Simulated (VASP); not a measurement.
# Mg5ZrN2 in VASP: further runs, part 2 of 2

VASP 6.6.1.

## 3. Single point, PBE

This run uses another cell than the first one, of 15.96 Å³/atom, 0.799 times its volume.

File INCAR:

```
SYSTEM = Mg5ZrN2
PREC = Accurate ; ENCUT = 600
EDIFF = 1E-6 ; ISMEAR = 0
SIGMA = 0.2 ; LREAL = .False.
LASPH = .True. ; NELM = 120
ALGO = Normal ; ISIF = 2
LWAVE = .False. ; LCHARG = .False.
GGA = PE ; NBANDS = 26
GGA_COMPAT = .False.
```

File KPOINTS:

```
regular mesh
0
Gamma
  4 4 2
  0 0 0
```

File POSCAR:

```
Mg5ZrN2
1.0
    3.5642374915      0.0000000000      0.0000000000
    0.0000000000      3.5642374915      0.0000000000
    0.0000000000      0.0000000000     10.0476579862
Mg Zr N
5 1 2
Direct
    0.0000000000      0.5000000000      0.2260955203
    0.5000000000      0.0000000000      0.7739044797
    0.5000000000      0.0000000000      0.2260955203
    0.0000000000      0.5000000000      0.7739044797
    0.5000000000      0.5000000000      0.0000000000
    0.0000000000      0.0000000000      0.5000000000
    0.0000000000      0.0000000000      0.0000000000
    0.5000000000      0.5000000000      0.5000000000
```

Potentials or basis: VASP PAW PBE potentials, release 64 (Mg, Zr_sv, N).

Run with:

```
> cat potpaw_PBE.64/Mg/POTCAR potpaw_PBE.64/Zr_sv/POTCAR potpaw_PBE.64/N/POTCAR > POTCAR
> mpirun -np 1 vasp_std > vasp.out
```

OUTCAR:

```text
SYSTEM = Mg5ZrN2
   PREC = Accurate
   ENCUT = 600
   EDIFF = 1E-6
   ISMEAR = 0
   LREAL = .False.
   LASPH = .True.
   NELM = 120
   ISIF = 2
   GGA = PE

 ion  position               nearest neighbor table
   1  0.000  0.500  0.226-   3 2.52   3 2.52   3 2.52   3 2.52   5 2.89   5 2.89   6 3.28   6 3.28

   2  0.500  0.000  0.774-   4 2.52   4 2.52   4 2.52   4 2.52   5 2.89   5 2.89   6 3.28   6 3.28

   3  0.500  0.000  0.226-   1 2.52   1 2.52   1 2.52   1 2.52   5 2.89   5 2.89   6 3.28   6 3.28

   4  0.000  0.500  0.774-   2 2.52   2 2.52   2 2.52   2 2.52   5 2.89   5 2.89   6 3.28   6 3.28

   5  0.500  0.500  0.000-   7 2.52   7 2.52   7 2.52   7 2.52   1 2.89   2 2.89   3 2.89   2 2.89
                             1 2.89   4 2.89   3 2.89   4 2.89
   6  0.000  0.000  0.500-   8 2.52   8 2.52   8 2.52   8 2.52   1 3.28   1 3.28   4 3.28   2 3.28
                             2 3.28   3 3.28   3 3.28   4 3.28
   7  0.000  0.000  0.000-   5 2.52   5 2.52   5 2.52   5 2.52
   8  0.500  0.500  0.500-   6 2.52   6 2.52   6 2.52   6 2.52

  LATTYP: Found a simple tetragonal cell.
 ALAT       =     3.5642374915
 C/A-ratio  =     2.8190203403

  Lattice vectors:

 A1 = (   3.5642374915,   0.0000000000,   0.0000000000)
 A2 = (   0.0000000000,   3.5642374915,   0.0000000000)
 A3 = (   0.0000000000,   0.0000000000,  10.0476579862)

Analysis of symmetry for initial positions (statically):
=====================================================================
 Subroutine PRICEL returns:
 Original cell was already a primitive cell.

 Routine SETGRP: Setting up the symmetry group for a
 simple tetragonal supercell.

 Subroutine GETGRP returns: Found 16 space group operations
 (whereof 16 operations were pure point group operations)
 out of a pool of 16 trial point group operations.

The static configuration has the point symmetry D_4h.

Analysis of symmetry for dynamics (positions and initial velocities):
=====================================================================
 Subroutine PRICEL returns:
 Original cell was already a primitive cell.

 Routine SETGRP: Setting up the symmetry group for a
 simple tetragonal supercell.

 Subroutine GETGRP returns: Found 16 space group operations
 (whereof 16 operations were pure point group operations)
 out of a pool of 16 trial point group operations.

The dynamic configuration has the point symmetry D_4h.

 Subroutine INISYM returns: Found 16 space group operations
 (whereof 16 operations are pure point group operations),
 and found     1 'primitive' translations

----------------------------------------------------------------------------------------

                                     Primitive cell

  volume of cell :     127.6433

  direct lattice vectors                    reciprocal lattice vectors
     3.564237492  0.000000000  0.000000000     0.280564918  0.000000000  0.000000000
     0.000000000  3.564237492  0.000000000     0.000000000  0.280564918  0.000000000
     0.000000000  0.000000000 10.047657986     0.000000000  0.000000000  0.099525681

  length of vectors
     3.564237492  3.564237492 10.047657986     0.280564918  0.280564918  0.099525681

  position of ions in fractional coordinates (direct lattice)
[... 45 lines left out ...]

 Following reciprocal coordinates:
            Coordinates               Weight
  0.000000  0.000000  0.000000      1.000000
  0.250000  0.000000  0.000000      4.000000
  0.500000  0.000000  0.000000      2.000000
  0.250000  0.250000  0.000000      4.000000
  0.500000  0.250000  0.000000      4.000000
  0.500000  0.500000  0.000000      1.000000
  0.000000  0.000000  0.500000      1.000000
  0.250000  0.000000  0.500000      4.000000
  0.500000  0.000000  0.500000      2.000000
  0.250000  0.250000  0.500000      4.000000
  0.500000  0.250000  0.500000      4.000000
  0.500000  0.500000  0.500000      1.000000
   k-points           NKPTS =     12   k-points in BZ     NKDIM =     12   number of bands    NBANDS=     26
   number of dos      NEDOS =    301   number of ions     NIONS =      8
   total plane-waves  NPLWV =  62720
   dimension x,y,z NGX =    28 NGY =   28 NGZ =   80
   dimension x,y,z NGXF=    56 NGYF=   56 NGZF=  160
   ions per type =               5   1   2
   NGX,Y,Z   is equivalent  to a cutoff of  13.06, 13.06, 13.24 a.u.
   NGXF,Y,Z  is equivalent  to a cutoff of  26.12, 26.12, 26.47 a.u.
 SYSTEM =  Mg5ZrN2
   PREC   = accura    normal or accurate (medium, high low for compatibility)
   ISTART =      0    job   : 0-new  1-cont  2-samecut
   ICHARG =      2    charge: 1-file 2-atom 10-const
   ISPIN  =      1    spin polarized calculation?
   LNONCOLLINEAR =      F non collinear calculations
   LSORBIT =      F    spin-orbit coupling
   LASPH  =      T    aspherical Exc in radial PAW
   ENCUT  =  600.0 eV  44.10 Ry    6.64 a.u.   7.12  7.12 20.07*2*pi/ulx,y,z
   NELM   =    120;   NELMIN=  2; NELMDL= -5     # of ELM steps
   EDIFF  = 0.1E-05   stopping-criterion for ELM
   LREAL  =      F    real-space projection
[... 7 lines left out ...]
   TEBEG  =    0.0;   TEEND  =   0.0 temperature during run
   PSTRESS=    0.0 pullay stress
   NELECT =      32.0000    total number of electrons
   NUPDOWN=      -1.0000    fix difference up-down
   EMIN   =  10.00;   EMAX   =-10.00  energy-range for DOS
   EFERMI =   0.00;   METHOD = LEGACY
   ISMEAR =     0;   SIGMA  =   0.20  broadening in eV -4-tet -1-fermi 0-gaus
   EFERMI_NEDOS =   21; number of points for ismear=-14 and -15
   IALGO  =     38    algorithm
   IMIX   =      4    mixing-type and parameters
     AMIX     =   0.40;   BMIX     =  1.00
     AMIX_MAG =   1.60;   BMIX_MAG =  1.00
  volume/ion in A,a.u.               =      15.96       107.67
  Fermi-wavevector in a.u.,A,eV,Ry     =   1.032267  1.950702 14.498035  1.065576
  Thomas-Fermi vector in A             =   2.166456
   LORBIT       =      0    0 simple, 1 ext, 2 COOP (PROOUT), +10 PAW based schemes
   GGA     = PE    functional components
   LHFCALC =     F    Hartree Fock is set to
   AEXX    =    0.0000 exact exchange contribution
   IVDW    =     0    specifies the selected vdW correction
   LEPSILON=     F    determine dielectric tensor
   LRPA    =     F    only Hartree local field effects (RPA)
 non-spin polarized calculation
 Gauss-broadening in eV      SIGMA  =   0.20
  energy-cutoff  :      600.00
  volume of cell :      127.64
 maximum number of plane-waves:      4284
   NGX = 15   NGY = 15   NGZ = 41

 number of electron      32.0000002 magnetization

 Free energy of the ion-electron system (eV)
  ---------------------------------------------------
  ext. energy  EPLUGINS =         0.00000000
  ---------------------------------------------------
  free energy    TOTEN  =       -29.62739950 eV

  energy without entropy =      -29.59459148  energy(sigma->0) =      -29.61099549

 E-fermi :   4.8607     XC(G=0):  -9.9247

 val. band max:        4.7992034386   @ k =   0.2500   0.2500   0.0000
 cond. band min:       5.0638812787   @ k =   0.0000   0.0000   0.5000
 fundamental gap:      0.2646778401
 Fermi energy:         4.8607451391

 k-point     1 :       0.0000    0.0000    0.0000
  band No.  band energies     occupation
      1     -44.8026      2.00000
      2     -22.7379      2.00000
      3     -22.6950      2.00000
      4     -22.6950      2.00000
      5      -8.7296      2.00000
      6      -8.1715      2.00000
[... 337 lines left out ...]
     25       8.4786      0.00000
     26       8.5105      0.00000

------------------------ aborting loop because EDIFF is reached ----------------------------------------

  FORCE on cell =-STRESS in cart. coord.  units (eV):
  Direction    XX          YY          ZZ          XY          YZ          ZX
  --------------------------------------------------------------------------------------
  -------------------------------------------------------------------------------------
  Total       -0.0771825     -0.0771825      0.3134742      0.0000000     -0.0000000      0.0000000
  in kB       -0.9687936     -0.9687936      3.9347243      0.0000000     -0.0000000      0.0000000
  external PRESSURE =       0.6657123 kB  Pullay stress =       0.0000000 kB

 VOLUME and BASIS-vectors are now :
 -----------------------------------------------------------------------------
  energy-cutoff  :      600.00
  volume of cell :      127.64
      direct lattice vectors                 reciprocal lattice vectors
     3.564237492  0.000000000  0.000000000     0.280564918  0.000000000  0.000000000
     0.000000000  3.564237492  0.000000000     0.000000000  0.280564918  0.000000000
     0.000000000  0.000000000 10.047657986     0.000000000  0.000000000  0.099525681

 POSITION                                       TOTAL-FORCE (eV/Angst)
 -----------------------------------------------------------------------------------
      0.00000      1.78212      2.27173         0.000000      0.000000      0.007401
      1.78212      0.00000      7.77593         0.000000      0.000000     -0.007401
      1.78212      0.00000      2.27173         0.000000     -0.000000      0.007401
      0.00000      1.78212      7.77593         0.000000     -0.000000     -0.007401
      1.78212      1.78212      0.00000         0.000000      0.000000      0.000000
      0.00000      0.00000      5.02383         0.000000      0.000000      0.000000
      0.00000      0.00000      0.00000         0.000000      0.000000      0.000000
      1.78212      1.78212      5.02383         0.000000      0.000000      0.000000
 -----------------------------------------------------------------------------------
    total drift:                               -0.000000     -0.000000      0.000000

  FREE ENERGIE OF THE ION-ELECTRON SYSTEM (eV)
  ---------------------------------------------------
  free  energy   TOTEN  =       -29.6273994992 eV

  energy  without entropy=      -29.5945914769  energy(sigma->0) =      -29.61099549
```

Run time: 57 s. Hardware: 1 thread of Intel Xeon Platinum 8488C (Sapphire Rapids), shared host; peak memory 0.26 GiB.

Results:

```yaml
Free_energy: -29.6274 eV
Pressure: 0.1 GPa
Largest_force: 0.007 eV/Å
Band_gap_on_the_k_mesh: zero (band 16 reaches 5.12 eV, above the bottom of band 17 at 4.15 eV)
```

Forces in eV/Å, atoms in the order of the input:
```
Mg   0.000  0.000  0.007
Mg   0.000  0.000 -0.007
Mg   0.000  0.000  0.007
Mg   0.000  0.000 -0.007
Mg   0.000  0.000  0.000
Zr   0.000  0.000  0.000
N    0.000  0.000  0.000
N    0.000  0.000  0.000
```

Stress tensor (GPa, compression positive):
```
-0.10  0.00  0.00
 0.00 -0.10  0.00
 0.00  0.00  0.39
```

Caveat: the k points lie up to 0.44 Å⁻¹ apart.

## 4. Single point, PBE

This run uses another cell than the first one, of 33.25 Å³/atom, 1.664 times its volume.

File INCAR:

```
SYSTEM = Mg5ZrN2
  PREC = Accurate
  ENCUT = 600
  EDIFF = 1E-6
  ISMEAR = 0
  SIGMA = 0.2
  LREAL = .False.
  LASPH = .True.
  NELM = 120
  ALGO = Normal
  ISIF = 2
  LWAVE = .False.
  LCHARG = .False.
  GGA = PE
  NBANDS = 26
  GGA_COMPAT = .False.
```

File KPOINTS:

```
Automatic mesh
0
Gamma
  3 3 3
  0 0 0
```

File POSCAR:

```
Mg5ZrN2
1.0
    6.3940689725      0.0000000000      0.0000000000
    0.0000000000      6.3940689725      0.0000000000
    0.0000000000      0.0000000000      6.5059077406
Mg Zr N
5 1 2
Direct
    0.2874703988      0.0000000000      0.0000000000
    0.7125296012      0.0000000000      0.0000000000
    0.0000000000      0.2874703988      0.0000000000
    0.0000000000      0.7125296012      0.0000000000
    0.5000000000      0.5000000000      0.0000000000
    0.0000000000      0.0000000000      0.5000000000
    0.0000000000      0.0000000000      0.8093728381
    0.0000000000      0.0000000000      0.1906271619
```

Run with:

```
> cat potpaw_PBE.64/Mg/POTCAR potpaw_PBE.64/Zr_sv/POTCAR potpaw_PBE.64/N/POTCAR > POTCAR
> mpirun -np 1 vasp_std > vasp.out
```

Wall time 94 s (1 thread of Intel Xeon Platinum 8488C (Sapphire Rapids), shared host); peak memory 0.43 GiB.

It converged, with:

| Item | Value |
| --- | --- |
| Free energy | -29.3715 eV |
| Pressure | 0.0 GPa |
| Largest force | 0.063 eV/Å |
| Band gap on the k mesh | zero (band 16 reaches 0.97 eV, above the bottom of band 17 at 0.81 eV) |

Forces in eV/Å, atoms in the order of the input:
```
Mg   0.024  0.000  0.000
Mg  -0.024  0.000  0.000
Mg   0.000  0.024  0.000
Mg   0.000 -0.024  0.000
Mg   0.000  0.000  0.000
Zr   0.000  0.000  0.000
N    0.000  0.000  0.063
N    0.000  0.000 -0.063
```

Levels at points of the mesh, in eV from the Fermi level:
```
           k point  band 12  band 13  band 14  band 15  band 16  band 17  band 18  band 19
(0.00, 0.00, 0.00)    -3.51    -1.53    -0.34     0.00     0.14     0.14     0.25     0.44
```

## 5. Summary

```csv
cell,k mesh,gap on the mesh (eV),pressure (GPa),largest force (eV/Å)
"a = 7.435, b = 7.435, c = 2.891 Å, 8 atoms",3 × 3 × 4,none,0.3,0.08
"a = 3.564, b = 3.564, c = 10.048 Å, 8 atoms",4 × 4 × 2,none,0.1,0.01
"a = 6.394, b = 6.394, c = 6.506 Å, 8 atoms",3 × 3 × 3,none,0.0,0.06
```

Alike in all rows: task single point; level PBE; potentials or basis VASP PAW PBE potentials, release 64 (Mg, Zr_sv, N); no spin polarisation; cutoff (eV) 600; smearing gaussian 0.2 eV.

Caveats: some runs use coarse meshes.

Total energies depend on the potentials used, so only differences within one code and one set of settings carry meaning.
